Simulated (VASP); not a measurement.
# Mg (P6_3/mmc) in VASP: settings compared

Aim: see how the results for Mg move with the level of theory and the settings. Levels: PBEsol, PBE, LDA. Tasks: vibrations by perturbation theory.

Program: VASP 6.6.1. These are calculated values, not measurements. Logs are shortened: lines on timing, memory, paths and dates and some standing lists are left out, and cuts for length are marked.

## 1. The cell of the first run

Symmetry: P6_3/mmc, No. 194, hexagonal system. Conventional cell: a = 3.209 Å, b = 3.209 Å, c = 5.210 Å, α = 90.00°, β = 90.00°, γ = 120.00°. Mg (site symmetry -6m2) has 12 Mg at 3.20 to 3.21 Å within 4.2 Å.

## 2. Vibrations by perturbation theory, PBEsol

INCAR reads:

```
SYSTEM = Mg
PREC = Accurate ; ENCUT = 520
EDIFF = 1E-8 ; ISMEAR = -1
SIGMA = 0.05 ; LREAL = .False.
LASPH = .True. ; NELM = 100
ALGO = Fast ; ISIF = 2
LWAVE = .False. ; LCHARG = .True.
GGA = PS ; IBRION = 8
NSW = 1
```

KPOINTS reads:

```
regular mesh
0
Gamma
  8 8 6
  0 0 0
```

POSCAR reads:

```
Mg
1.0
    3.2093000000      0.0000000000      0.0000000000
   -1.6046500000      2.7793353284      0.0000000000
    0.0000000000      0.0000000000      5.2103000000
Mg
2
Direct
    0.6666666667      0.3333333333      0.7500000000
    0.3333333333      0.6666666667      0.2500000000
```

Potentials or basis: VASP PAW PBE potentials, release 64 (Mg).

Run with:

```console
> cat potpaw_PBE.64/Mg/POTCAR > POTCAR
> mpirun -np 1 vasp_std > vasp.out
```

OUTCAR:

```text
SYSTEM = Mg
   PREC = Accurate
   ENCUT = 520
   EDIFF = 1E-8
   ISMEAR = -1
   LREAL = .False.
   LASPH = .True.
   NELM = 100
   ISIF = 2
   GGA = PS
   IBRION = 8
   NSW = 1

 ion  position               nearest neighbor table
   1  0.667  0.333  0.750-   2 3.20   2 3.20   2 3.20   2 3.20   2 3.20   2 3.20
   2  0.333  0.667  0.250-   1 3.20   1 3.20   1 3.20   1 3.20   1 3.20   1 3.20

  LATTYP: Found a hexagonal cell.
 ALAT       =     3.2093000000
 C/A-ratio  =     1.6235004518

  Lattice vectors:

 A1 = (   3.2093000000,   0.0000000000,   0.0000000000)
 A2 = (  -1.6046500000,   2.7793353284,   0.0000000000)
 A3 = (   0.0000000000,   0.0000000000,   5.2103000000)

Analysis of symmetry for initial positions (statically):
=====================================================================
 Subroutine PRICEL returns:
 Original cell was already a primitive cell.

 Routine SETGRP: Setting up the symmetry group for a
 hexagonal supercell.

 Subroutine GETGRP returns: Found 24 space group operations
 (whereof 12 operations were pure point group operations)
 out of a pool of 24 trial point group operations.

The static configuration has the point symmetry D_3d.
 The point group associated with its full space group is D_6h.

Analysis of symmetry for dynamics (positions and initial velocities):
=====================================================================
 Subroutine PRICEL returns:
 Original cell was already a primitive cell.

 Routine SETGRP: Setting up the symmetry group for a
 hexagonal supercell.

 Subroutine GETGRP returns: Found 24 space group operations
 (whereof 12 operations were pure point group operations)
 out of a pool of 24 trial point group operations.

The dynamic configuration has the point symmetry D_3d.
 The point group associated with its full space group is D_6h.

 Subroutine INISYM returns: Found 24 space group operations
 (whereof 12 operations are pure point group operations),
 and found     1 'primitive' translations

----------------------------------------------------------------------------------------

                                     Primitive cell

  volume of cell :      46.4744

  direct lattice vectors                    reciprocal lattice vectors
     3.209300000  0.000000000  0.000000000     0.311594429  0.179899127  0.000000000
    -1.604650000  2.779335328  0.000000000     0.000000000  0.359798255  0.000000000
     0.000000000  0.000000000  5.210300000     0.000000000  0.000000000  0.191927528

  length of vectors
     3.209300000  3.209300000  5.210300000     0.359798255  0.359798255  0.191927528

  position of ions in fractional coordinates (direct lattice)
     0.666666667  0.333333333  0.750000000
     0.333333333  0.666666667  0.250000000

  ion indices of the primitive-cell ions
   primitive index   ion index
                 1           1
                 2           2

----------------------------------------------------------------------------------------

 KPOINTS: regular mesh

Automatic generation of k-mesh.
 Grid dimensions read from file:
 generate k-points for:    8    8    6

 Generating k-lattice:

  Cartesian coordinates                     Fractional coordinates (reciprocal lattice)
     0.038949304  0.022487391  0.000000000     0.125000000 -0.000000000  0.000000000
     0.000000000  0.044974782  0.000000000     0.000000000  0.125000000  0.000000000
     0.000000000  0.000000000  0.031987921     0.000000000  0.000000000  0.166666667

[... 81 lines left out ...]
   GGA     = PS    functional components
   LHFCALC =     F    Hartree Fock is set to
   AEXX    =    0.0000 exact exchange contribution
   IVDW    =     0    specifies the selected vdW correction
   LEPSILON=     F    determine dielectric tensor
   LRPA    =     F    only Hartree local field effects (RPA)
 non-spin polarized calculation
 RMM-DIIS sequential band-by-band and
  energy-cutoff  :      520.00
  volume of cell :       46.47
 maximum number of plane-waves:      1274
 NGX is ok and might be reduce to    24
   NGX = 11   NGY = 11   NGZ = 19

--------------------------------------- Ionic step        1  -------------------------------------------

 number of electron       4.0000000 magnetization

 Free energy of the ion-electron system (eV)
  ---------------------------------------------------
  ext. energy  EPLUGINS =         0.00000000
  ---------------------------------------------------
  free energy    TOTEN  =        -3.47366047 eV

  energy without entropy =       -3.46794822  energy(sigma->0) =       -3.47080434

 E-fermi :   2.6061     XC(G=0):  -8.4954

 val. band max:        2.4432226083   @ k =   0.2500   0.0000   0.0000
 cond. band min:       2.6206241217   @ k =   0.3750   0.1250   0.3333
 fundamental gap:      0.1774015134
 Fermi energy:         2.6060859777

 k-point     1 :       0.0000    0.0000    0.0000
  band No.  band energies     occupation
      1      -4.3473      2.00000
      2       0.8619      2.00000
      3       1.2937      2.00000
      4      13.3859      0.00000
      5      13.4252      0.00000
      6      13.4780      0.00000
[... 199 lines left out ...]
 k-point    24 :       0.3750   -0.0000    0.3333
  band No.  band energies     occupation
      1      -1.0412      2.00000
      2       0.7188      2.00000
      3       3.6419      0.00000
      4       5.3296      0.00000
      5       7.6832      0.00000
      6      10.1104      0.00000

 [... further k-points ...]

------------------------ aborting loop because EDIFF is reached ----------------------------------------

  FORCE on cell =-STRESS in cart. coord.  units (eV):
  Direction    XX          YY          ZZ          XY          YZ          ZX
  --------------------------------------------------------------------------------------
  -------------------------------------------------------------------------------------
  Total       -0.2882358     -0.2882358     -0.4049621     -0.0000000     -0.0000000     -0.0000000
  in kB       -9.9367538     -9.9367538    -13.9608216     -0.0000000     -0.0000000     -0.0000000
  external PRESSURE =     -11.2781097 kB  Pullay stress =       0.0000000 kB

 VOLUME and BASIS-vectors are now :
 -----------------------------------------------------------------------------
  energy-cutoff  :      520.00
  volume of cell :       46.47
      direct lattice vectors                 reciprocal lattice vectors
     3.209300000  0.000000000  0.000000000     0.311594429  0.179899127  0.000000000
    -1.604650000  2.779335328  0.000000000     0.000000000  0.359798255  0.000000000
     0.000000000  0.000000000  5.210300000     0.000000000  0.000000000  0.191927528

 POSITION                                       TOTAL-FORCE (eV/Angst)
 -----------------------------------------------------------------------------------
      1.60465      0.92645      3.90773        -0.000000      0.000000      0.000000
     -0.00000      1.85289      1.30258         0.000000     -0.000000      0.000000
 -----------------------------------------------------------------------------------
    total drift:                                0.000000     -0.000000      0.000000

  FREE ENERGIE OF THE ION-ELECTRON SYSTEM (eV)
  ---------------------------------------------------
  free  energy   TOTEN  =        -3.4736604731 eV

  energy  without entropy=       -3.4679482158  energy(sigma->0) =       -3.47080434

[... ionic steps 2 to 3 ...]

--------------------------------------- Ionic step        4  -------------------------------------------

------------------------ aborting loop because EDIFF is reached ----------------------------------------

[... ionic steps 5 to 5 ...]

--------------------------------------- Ionic step        6  -------------------------------------------

 Free energy of the ion-electron system (eV)
  ---------------------------------------------------
  ---------------------------------------------------
  free energy    TOTEN  =        -0.00399306 eV

  energy without entropy =       -0.00399306

------------------------ aborting loop because EDIFF is reached ----------------------------------------

 INTERNAL STRAIN TENSOR  FOR ION    1  DIRECTION 3   (eV/Angst):
 -----------------------------------------------------------------------------
     0.00148 -0.00000  0.00000
    -0.00000  0.00148  0.00000
     0.00000 -0.00000 -0.00379

 INTERNAL STRAIN TENSOR FOR ION    2 for displacements in x,y,z  (eV/Angst):
          X           Y           Z          XY          YZ          ZX
  --------------------------------------------------------------------------------
  x     0.00000     0.00000     0.00000    -0.49211     0.00000     0.00000
  y    -0.49211     0.49211     0.00000     0.00000     0.00000     0.00000
  z    -0.00000    -0.00000     0.00000     0.00000     0.00000     0.00000

 SECOND DERIVATIVES (NOT SYMMETRIZED)
 ------------------------------------
               1X          1Y          1Z          2X          2Y          2Z
  1X    -0.672692    0.000000    0.000000    0.672692    0.000000    0.000000
  1Y     0.000000   -0.672692    0.000000    0.000000    0.672692    0.000000
  1Z     0.000000   -0.000000   -2.312145    0.000000    0.000000    2.312145
  2X     0.672692    0.000000    0.000000   -0.672692    0.000000    0.000000
  2Y     0.000000    0.672692    0.000000    0.000000   -0.672692    0.000000
  2Z     0.000000    0.000000    2.312145    0.000000   -0.000000   -2.312145

 Eigenvectors and eigenvalues of the dynamical matrix
 ----------------------------------------------------

   1 f  =    6.819075 THz    42.845512 2PiTHz  227.459858 cm-1    28.201416 meV
             X         Y         Z           dx          dy          dz
      1.604650  0.926445  3.907725     0.000000    0.000000    0.707107
     -0.000000  1.852890  1.302575     0.000000   -0.000000   -0.707107
[... 21 lines left out ...]
   6 f  =    0.000000 THz     0.000000 2PiTHz    0.000000 cm-1     0.000000 meV
             X         Y         Z           dx          dy          dz
      1.604650  0.926445  3.907725    -0.707107    0.000000    0.000000
     -0.000000  1.852890  1.302575    -0.707107    0.000000    0.000000

--------------------------------------------------------------------------------------------------------

 ELASTIC MODULI CONTR FROM IONIC RELAXATION (kBar)
 Direction    XX          YY          ZZ          XY          YZ          ZX
 --------------------------------------------------------------------------------
 XX         -12.4110     12.4110      0.0000     -0.0000      0.0000      0.0000
 YY          12.4110    -12.4110      0.0000      0.0000      0.0000      0.0000
 ZZ           0.0000      0.0000     -0.0000      0.0000     -0.0000      0.0000
 XY          -0.0000      0.0000      0.0000    -12.4110      0.0000      0.0000
 YZ           0.0000      0.0000     -0.0000      0.0000     -0.0000      0.0000
 ZX           0.0000      0.0000      0.0000      0.0000      0.0000      0.0000
 --------------------------------------------------------------------------------
```

Run time: 56 s. Hardware: 1 thread of Intel Xeon Platinum 8375C at 2.90GHz (Ice Lake), shared host; peak memory 0.23 GiB.

What came out:

| Property | Result |
| --- | --- |
| Highest phonon frequency at Γ | 227 cm⁻¹ |

Phonon frequencies in cm⁻¹ (negative: imaginary):
```tsv
q point	frequencies
(0.000, 0.000, 0.000)	0 0 0 123 123 227
```

Caveat: the cell wasn't relaxed at this level first, which shifts response properties; the PAW data sets were made with another functional, which shifts forces and pressure a little.

## 3. Vibrations by perturbation theory, PBE

INCAR reads:

```
PREC = Accurate
ENCUT = 520
EDIFF = 1E-8
ISMEAR = -1
SIGMA = 0.05
LREAL = False
LASPH = True
NELM = 60
ALGO = Fast
ISIF = 2
LWAVE = False
LCHARG = True
GGA = PE
NBANDS = 9
IBRION = 8
NSW = 1
```

KPOINTS reads:

```
Automatic mesh
0
Gamma
  7 7 4
```

POSCAR is that of step 2.

Potentials or basis: VASP PAW PBE potentials, release 64 (Mg).

Run with:

```console
> cat potpaw_PBE.64/Mg/POTCAR > POTCAR
> mpirun -np 1 vasp_std > vasp.out
```

OUTCAR:

```text
PREC = Accurate
   ENCUT = 520
   EDIFF = 1E-8
   ISMEAR = -1
   LREAL = False
   LASPH = True
   NELM = 60
   ISIF = 2
   GGA = PE
   IBRION = 8
   NSW = 1

 ion  position               nearest neighbor table
   1  0.667  0.333  0.750-   2 3.20   2 3.20   2 3.20   2 3.20   2 3.20   2 3.20
   2  0.333  0.667  0.250-   1 3.20   1 3.20   1 3.20   1 3.20   1 3.20   1 3.20

  LATTYP: Found a hexagonal cell.
 ALAT       =     3.2093000000
 C/A-ratio  =     1.6235004518

  Lattice vectors:
[... 548 lines left out ...]
  2X     0.633763    0.000000    0.000000   -0.633763    0.000000    0.000000
  2Y     0.000000    0.633763    0.000000    0.000000   -0.633763    0.000000
  2Z     0.000000    0.000000    3.254802   -0.000000    0.000000   -3.254802

 Eigenvectors and eigenvalues of the dynamical matrix
 ----------------------------------------------------

   1 f  =    8.090590 THz    50.834679 2PiTHz  269.873046 cm-1    33.459978 meV
             X         Y         Z           dx          dy          dz
      1.604650  0.926445  3.907725    -0.000000    0.000000   -0.707107
     -0.000000  1.852890  1.302575     0.000000    0.000000    0.707107
[... 16 lines left out ...]
   5 f  =    0.000000 THz     0.000000 2PiTHz    0.000000 cm-1     0.000000 meV
             X         Y         Z           dx          dy          dz
      1.604650  0.926445  3.907725     0.000000    0.000000    0.707107
     -0.000000  1.852890  1.302575    -0.000000    0.000000    0.707107

   6 f/i=    0.000000 THz     0.000000 2PiTHz    0.000000 cm-1     0.000000 meV
             X         Y         Z           dx          dy          dz
      1.604650  0.926445  3.907725     0.707107   -0.000000   -0.000000
     -0.000000  1.852890  1.302575     0.707107   -0.000000    0.000000

--------------------------------------------------------------------------------------------------------

 ELASTIC MODULI CONTR FROM IONIC RELAXATION (kBar)
 Direction    XX          YY          ZZ          XY          YZ          ZX
 --------------------------------------------------------------------------------
 XX          -8.4998      8.4998      0.0000      0.0000      0.0000      0.0000
 YY           8.4998     -8.4998     -0.0000     -0.0000     -0.0000      0.0000
 ZZ           0.0000     -0.0000     -0.0000     -0.0000     -0.0000      0.0000
 XY           0.0000     -0.0000     -0.0000     -8.4998     -0.0000      0.0000
 YZ           0.0000     -0.0000     -0.0000     -0.0000     -0.0000      0.0000
 ZX           0.0000      0.0000      0.0000      0.0000      0.0000      0.0000
 --------------------------------------------------------------------------------
```

stdout:

```text
POSCAR found type information on POSCAR Mg
 POSCAR found :  1 types and       2 ions
 scaLAPACK will be used
 LDA part: xc-table for (Slater+PW92), standard interpolation
 POSCAR, INCAR and KPOINTS ok, starting setup
 FFT: planning ... GRIDC
 FFT: planning ... GRID_SOFT
 FFT: planning ... GRID
 WAVECAR not read
 entering main loop
 Linear response reoptimize wavefunctions to high precision
 Linear response DOF=           2
 Linear response progress:
 first order change of Fermi-energy  -0.26538E-05
 force on displaced ion       1 direction 1 :  -0.634   0.000   0.000
 Linear response progress:
 first order change of Fermi-energy  -0.25560E-05
 force on displaced ion       1 direction 3 :  -0.000   0.000  -3.255
 Linear response finished
```

It took 41 s on 1 thread of Intel Xeon Platinum 8488C (Sapphire Rapids), shared host; peak memory 0.2 GiB.

Results:

```
Highest phonon frequency at Γ : 270 cm⁻¹
```

Phonon frequencies in cm⁻¹ (negative: imaginary):
```
              q point        frequencies
(0.000, 0.000, 0.000)  0 0 0 119 119 270
```

[end of part 1 of 2]
